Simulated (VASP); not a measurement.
Here is a VASP 6.6.1 calculation.

File INCAR:

```
PREC     = Accurate       # precision mode
ENCUT    = 520            # plane-wave cutoff, eV
EDIFF    = 1E-7           # SCF threshold, eV
ISMEAR   = 0              # smearing method
SIGMA    = 0.15           # smearing width, eV
LREAL    = F              # projectors in reciprocal space
LASPH    = T              # aspherical terms in the spheres
NELM     = 60             # most SCF steps
ALGO     = Normal         # electronic algorithm
ISIF     = 2              # what is computed and relaxed
LWAVE    = F              # write WAVECAR
LCHARG   = T              # write CHGCAR
LELF     = T              # ELF
LVHAR    = T            
NBANDS   = 14             # bands
```

File KPOINTS:

```
regular mesh
0
Gamma
  16 16 16
```

POSCAR

```
TiAl
1.0
    3.1790640000      0.0000000000      0.0000000000
    0.0000000000      3.1790640000      0.0000000000
    0.0000000000      0.0000000000      3.1790640000
Ti Al
1 1
Direct
    0.0000000000      0.0000000000      0.0000000000
    0.5000000000      0.5000000000      0.5000000000
```

Potentials or basis: VASP PAW LDA potentials, release 64 (Ti_sv, Al).

Command:

```bash
$ cat potpaw_LDA.64/Ti_sv/POTCAR potpaw_LDA.64/Al/POTCAR > POTCAR
$ mpirun -np 1 vasp_std > vasp.out
```

Estimate the pressure.

-5.7 GPa.
